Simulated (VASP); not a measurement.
# CrC2 (P6/mmm) in VASP: relaxation of cell and atoms with PBE

Aim: the relaxation of cell and atoms of CrC2 with PBE.

All numbers are computed with VASP 6.6.1; they aren't measurements. Logs are shortened: lines on timing, memory, paths and dates and some standing lists are left out, and cuts for length are marked.

**1. The cell of the first run**

The structure is hexagonal, space group P6/mmm (No. 191). Conventional cell: a = 3.607 Å, b = 3.607 Å, c = 7.095 Å, α = 90.00°, β = 90.00°, γ = 120.00°. Within 2.8 Å of Cr (site symmetry -6m2) lie 3 C at 2.08 Å and 3 Cr at 2.08 Å. C (site symmetry 6/mmm) has 6 C at 2.08 Å within 2.8 Å. C (site symmetry -6m2) has 6 C at 2.08 Å within 2.8 Å. Within 2.8 Å of C (site symmetry 6/mmm) lie 6 Cr at 2.08 Å.

The cell was built from a structure type or drawn by symmetry, and may not be a known phase.

**2. Relaxation of cell and atoms, PBE, collinear spin, ferromagnetic start**

File INCAR:

```
  ALGO = Normal
  EDIFF = 1E-7
  EDIFFG = -0.08
  ENCUT = 600
  GGA = PE
  GGA_COMPAT = F
  IBRION = 2
  ISIF = 3
  ISMEAR = 0
  ISPIN = 2
  LASPH = T
  LCHARG = F
  LMAXMIX = 4
  LORBIT = 11
  LREAL = F
  LWAVE = F
  MAGMOM = 3 3 0 0 0 0
  NELM = 200
  NELMIN = 4
  NSW = 36
  PREC = Accurate
  SIGMA = 0.2
```

File KPOINTS:

```
k-points
0
Gamma
  5 5 3
```

File POSCAR:

```
CrC2
1.0
    3.6067604800      0.0000000000      0.0000000000
   -1.8033802400      3.1235462100      0.0000000000
    0.0000000000      0.0000000000      7.0954808900
Cr C
2 4
Direct
    0.3333333300      0.6666666700      0.5000000000
    0.6666666700      0.3333333300      0.5000000000
    0.0000000000      0.0000000000      0.0000000000
    0.3333333300      0.6666666700      0.0000000000
    0.6666666700      0.3333333300      0.0000000000
    0.0000000000      0.0000000000      0.5000000000
```

Potentials or basis: VASP PAW PBE potentials, release 64 (Cr_pv, C).

Launch:

```sh
cat potpaw_PBE.64/Cr_pv/POTCAR potpaw_PBE.64/C/POTCAR > POTCAR
mpirun -np 1 vasp_std > vasp.out
```

OUTCAR:

```text
EDIFF = 1E-7
   EDIFFG = -0.08
   ENCUT = 600
   GGA = PE
   IBRION = 2
   ISIF = 3
   ISMEAR = 0
   ISPIN = 2
   LASPH = T
   LORBIT = 11
   LREAL = F
   NELM = 200
   NELMIN = 4
   NSW = 36
   PREC = Accurate

 ion  position               nearest neighbor table
   1  0.333  0.667  0.500-   6 2.08   2 2.08   2 2.08   6 2.08   6 2.08   2 2.08
   2  0.667  0.333  0.500-   6 2.08   1 2.08   1 2.08   6 2.08   6 2.08   1 2.08
   3  0.000  0.000  0.000-
   4  0.333  0.667  0.000-
   5  0.667  0.333  0.000-
   6  0.000  0.000  0.500-   1 2.08   2 2.08   2 2.08   1 2.08   2 2.08   1 2.08

  LATTYP: Found a hexagonal cell.
 ALAT       =     3.6067604800
 C/A-ratio  =     1.9672725509

  Lattice vectors:

 A1 = (   3.6067604800,   0.0000000000,   0.0000000000)
 A2 = (  -1.8033802400,   3.1235462100,   0.0000000000)
 A3 = (   0.0000000000,   0.0000000000,   7.0954808900)

Analysis of symmetry for initial positions (statically):
=====================================================================
 Subroutine PRICEL returns:
 Original cell was already a primitive cell.

 Routine SETGRP: Setting up the symmetry group for a
 hexagonal supercell.

 Subroutine GETGRP returns: Found 24 space group operations
 (whereof 24 operations were pure point group operations)
 out of a pool of 24 trial point group operations.

The static configuration has the point symmetry D_6h.

Analysis of symmetry for dynamics (positions and initial velocities):
=====================================================================
 Subroutine PRICEL returns:
 Original cell was already a primitive cell.

 Routine SETGRP: Setting up the symmetry group for a
 hexagonal supercell.

 Subroutine GETGRP returns: Found 24 space group operations
 (whereof 24 operations were pure point group operations)
 out of a pool of 24 trial point group operations.

The dynamic configuration has the point symmetry D_6h.

Analysis of structural, dynamic, and magnetic symmetry:
=====================================================================
 Subroutine PRICEL returns:
 Original cell was already a primitive cell.

 Routine SETGRP: Setting up the symmetry group for a
 hexagonal supercell.

 Subroutine GETGRP returns: Found 24 space group operations
 (whereof 24 operations were pure point group operations)
 out of a pool of 24 trial point group operations.

The overall configuration has the point symmetry D_6h.

 Subroutine INISYM returns: Found 24 space group operations
[... 124 lines left out ...]
  energy-cutoff  :      600.00
  volume of cell :       79.94
 maximum number of plane-waves:      2684
 NGX is ok and might be reduce to    30
   NGX = 15   NGY = 15   NGZ = 29

--------------------------------------- Ionic step        1  -------------------------------------------

 number of electron      40.0000006 magnetization       1.0741806

 Free energy of the ion-electron system (eV)
  ---------------------------------------------------
  ext. energy  EPLUGINS =         0.00000000
  ---------------------------------------------------
  free energy    TOTEN  =       -37.67439958 eV

  energy without entropy =      -37.57201641  energy(sigma->0) =      -37.62320800

------------------------ aborting loop because EDIFF is reached ----------------------------------------

  FORCE on cell =-STRESS in cart. coord.  units (eV):
  Direction    XX          YY          ZZ          XY          YZ          ZX
  --------------------------------------------------------------------------------------
  -------------------------------------------------------------------------------------
  Total       -2.3865937     -2.3865937     -1.6576994      0.0000000      0.0000000      0.0000000
  in kB      -47.8345841    -47.8345843    -33.2253280      0.0000000      0.0000000      0.0000000
  external PRESSURE =     -42.9648321 kB  Pullay stress =       0.0000000 kB
[... 101 lines left out ...]
  FREE ENERGIE OF THE ION-ELECTRON SYSTEM (eV)
  ---------------------------------------------------
  free  energy   TOTEN  =       -37.7056040743 eV

  energy  without entropy=      -37.6058708963  energy(sigma->0) =      -37.65573749

 E-fermi :  10.0259     XC(G=0): -13.5503

 val. band max:       10.0162044455   @ k =   0.0000   0.0000   0.3333
 cond. band min:      10.0275346622   @ k =   0.2000   0.0000   0.0000
 fundamental gap:      0.0113302167
 Fermi energy:        10.0259180244

 spin component 1

 k-point     1 :       0.0000    0.0000    0.0000
  band No.  band energies     occupation
      1     -33.6628      1.00000
      2     -33.6628      1.00000
      3     -33.0747      1.00000
      4     -32.5468      1.00000
      5     -32.0005      1.00000
      6     -32.0005      1.00000
[... 592 lines left out ...]
     26      13.9812      0.00000
     27      15.0047      0.00000

[... ionic steps 4 to 18 ...]

--------------------------------------- Ionic step       19  -------------------------------------------

 number of electron      39.9999989 magnetization       0.0000073

 number of electron      39.9999989 magnetization      -0.0000016
[... 81 lines left out ...]
 number of electron      39.9999987 magnetization      -0.0001856

 number of electron      39.9999985 magnetization       0.0000026

 Free energy of the ion-electron system (eV)
  ---------------------------------------------------
  ext. energy  EPLUGINS =         0.00000000
  ---------------------------------------------------
  free energy    TOTEN  =       -41.83009365 eV

  energy without entropy =      -41.74156717  energy(sigma->0) =      -41.78583041

 E-fermi :   8.5449     XC(G=0): -12.9627

 val. band max:        8.4919340192   @ k =   0.4000   0.0000   0.0000
 cond. band min:       8.5663956584   @ k =   0.2000   0.0000   0.0000
 fundamental gap:      0.0744616392
 Fermi energy:         8.5448751708

 spin component 1

 k-point     1 :       0.0000    0.0000    0.0000
  band No.  band energies     occupation
      1     -34.8668      1.00000
      2     -34.8668      1.00000
      3     -34.8374      1.00000
      4     -34.5856      1.00000
      5     -33.9805      1.00000
      6     -33.9805      1.00000
[... 625 lines left out ...]
  FREE ENERGIE OF THE ION-ELECTRON SYSTEM (eV)
  ---------------------------------------------------
  free  energy   TOTEN  =       -41.8300936482 eV

  energy  without entropy=      -41.7415671712  energy(sigma->0) =      -41.78583041

 reached required accuracy - stopping structural energy minimisation

 total charge

# of ion       s       p       d       tot
------------------------------------------
    1        0.419   6.429   4.379  11.227
    2        0.419   6.429   4.379  11.227
    3        1.037   1.003   0.000   2.040
    4        0.996   1.196   0.000   2.192
    5        0.996   1.196   0.000   2.192
    6        0.903   1.325   0.000   2.228
--------------------------------------------------
tot          4.770  17.579   8.757  31.106

 magnetization (x)

# of ion       s       p       d       tot
------------------------------------------
    1        0.000  -0.000   0.000   0.000
    2        0.000  -0.000   0.000   0.000
    3       -0.000  -0.000   0.000  -0.000
    4        0.000   0.000   0.000   0.000
    5        0.000   0.000   0.000   0.000
    6       -0.000  -0.000   0.000  -0.000
--------------------------------------------------
tot          0.000  -0.000   0.000   0.000
```

CONTCAR:

```text
CrC2
   1.00000000000000
     3.8945172951921454   -0.0000000000000000    0.0000000000000000
    -1.9472586475960727    3.3727509241546429   -0.0000000000000000
    -0.0000000000000000   -0.0000000000000000    3.9986266133685557
  Cr              C
     2     4
Direct
     0.3333333300000021    0.6666666699999979    0.5000000000000000
     0.6666666699999979    0.3333333300000021    0.5000000000000000
     0.0000000000000000    0.0000000000000000    0.0000000000000000
     0.3333333300000021    0.6666666699999979    0.0000000000000000
     0.6666666699999979    0.3333333300000021    0.0000000000000000
     0.0000000000000000    0.0000000000000000    0.5000000000000000

  0.00000000E+00  0.00000000E+00  0.00000000E+00
  0.00000000E+00  0.00000000E+00  0.00000000E+00
  0.00000000E+00  0.00000000E+00  0.00000000E+00
  0.00000000E+00  0.00000000E+00  0.00000000E+00
  0.00000000E+00  0.00000000E+00  0.00000000E+00
  0.00000000E+00  0.00000000E+00  0.00000000E+00
```

Wall time 56 min (1 thread of Intel Xeon 8259CL, shared host); peak memory 0.3 GiB.

Results:

```
Free energy                                           : -41.8301 eV
Relaxed volume                                        : 8.75 Å³/atom
Relaxed cell                                          : a = 3.895 Å, b = 3.895 Å, c = 3.999 Å, α = 90.00°, β = 90.00°, γ = 120.00°
Space group after relaxing (to 0.1 Å)                 : P6/mmm (No. 191)
Pressure after relaxing                               : -0.5 GPa
Band gap on the k mesh                                : zero (filled and empty bands overlap)
Net moment                                            : 0.00 μB per cell
Valence electrons inside the program's atomic spheres : Cr 11.23; C 2.04, 2.19, 2.23 (each value once)
```

Stress tensor (GPa, compression positive):
```
-1.02  0.00  0.00
 0.00 -1.02  0.00
 0.00  0.00  0.64
```

Final structure:
```xyz
6
Lattice="3.8945 0.0000 0.0000 -1.9473 3.3728 0.0000 0.0000 0.0000 3.9986" Properties=species:S:1:pos:R:3 pbc="T T T"
Cr    0.0000    2.2485    1.9993
Cr    1.9473    1.1242    1.9993
C     0.0000    0.0000    0.0000
C     0.0000    2.2485    0.0000
C     1.9473    1.1242    0.0000
C     0.0000    0.0000    1.9993
```

Levels at points of the mesh, in eV from the Fermi level:
Spin up:
```tsv
k point	band 16	band 17	band 18	band 19	band 20	band 21	band 22	band 23	band 24	band 25
(0.00, 0.00, 0.00)	-1.46	-1.46	-1.34	-1.34	-0.92	-0.16	-0.16	0.46	0.70	0.70
```
Spin down:
```tsv
k point	band 16	band 17	band 18	band 19	band 20	band 21	band 22	band 23	band 24	band 25
(0.00, 0.00, 0.00)	-1.46	-1.46	-1.34	-1.34	-0.92	-0.16	-0.16	0.46	0.70	0.70
```

Caveat: the k points lie up to 0.52 Å⁻¹ apart in the final cell, too coarse for converged energies and pressures of a metal; the volume moved by over 15 % at a fixed basis, so the end points are rough.
